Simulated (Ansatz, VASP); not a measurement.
**Two plane-wave programs on BAs**

The input INCAR:

```
SYSTEM = BAs
PREC = Accurate
ENCUT = 500
EDIFF = 1E-6
ISMEAR = -1
SIGMA = 0.2
LREAL = .FALSE.
LASPH = .TRUE.
NELM = 120
ALGO = Normal
ISIF = 2
LWAVE = .FALSE.
LCHARG = .TRUE.
LELF = .TRUE.
LVHAR = .TRUE.
NBANDS = 11
GGA_COMPAT = .FALSE.
```

File KPOINTS:

```
Automatic mesh
0
G
  10 10 10
  0 0 0
```

POSCAR

```
BAs
1.0
    0.0000000000      2.3885000000      2.3885000000
    2.4601550000      0.0000000000      2.3885000000
    2.4601550000      2.3885000000      0.0000000000
B As
1 1
Direct
    0.0000000000      0.0000000000      0.0000000000
    0.7500000000      0.7500000000      0.7500000000
```

Input for Ansatz:

```yaml
crystal:
  lattice:
    - [0.0, 2.3885, 2.3885]
    - [2.460155, 0.0, 2.3885]
    - [2.460155, 2.3885, 0.0]
  atoms:
    - { symbol: B, position: [0.0, 0.0, 0.0] }
    - { symbol: As, position: [0.75, 0.75, 0.75] }
basis:
  ecutwfc: 420
kpoints:
  mp_grid: { grid: [10, 10, 10] }
hamiltonian:
  xc: lda
scf:
  occupations: { method: fermi_dirac, width: 0.2 }
output:
  forces: true
  stress: true
  eigenvalues: true
```

Change from the starting cell: strain +0.0300 x Voigt [1, 0, 0, 0, 0, 0], atoms carried along.

Alike in both runs: task single point; functional LDA; k mesh 10 × 10 × 10; occupations fermi-dirac, width 0.2 eV; no spin polarisation.

|  | VASP | Ansatz |
| --- | --- | --- |
| version | VASP 6.6.1 | Ansatz 0.2.0 |
| potentials or method | VASP PAW LDA potentials, release 64 (B, As), cutoff 500 eV | scalar-relativistic, plane waves, PAW |
| valence electrons in the cell | 8 | 18 |

```tsv
	VASP	Ansatz	Ansatz less VASP
gap on the k mesh at the Fermi level (eV)	0.93	0.94	+0.007
least direct gap on the mesh (eV)	3.06	3.06	+0.004
pressure (GPa)	-6.8	-7.6	-0.73
traceless stress, the component that is largest in VASP (GPa)	-4.10	-4.12	-0.019
```

LDA's correlation is that of Perdew and Zunger in VASP and of Perdew and Wang (1992) in Ansatz. VASP's potentials hold 8 valence electrons a cell and Ansatz's 18, so a difference there can come from the potentials and not from the codes.
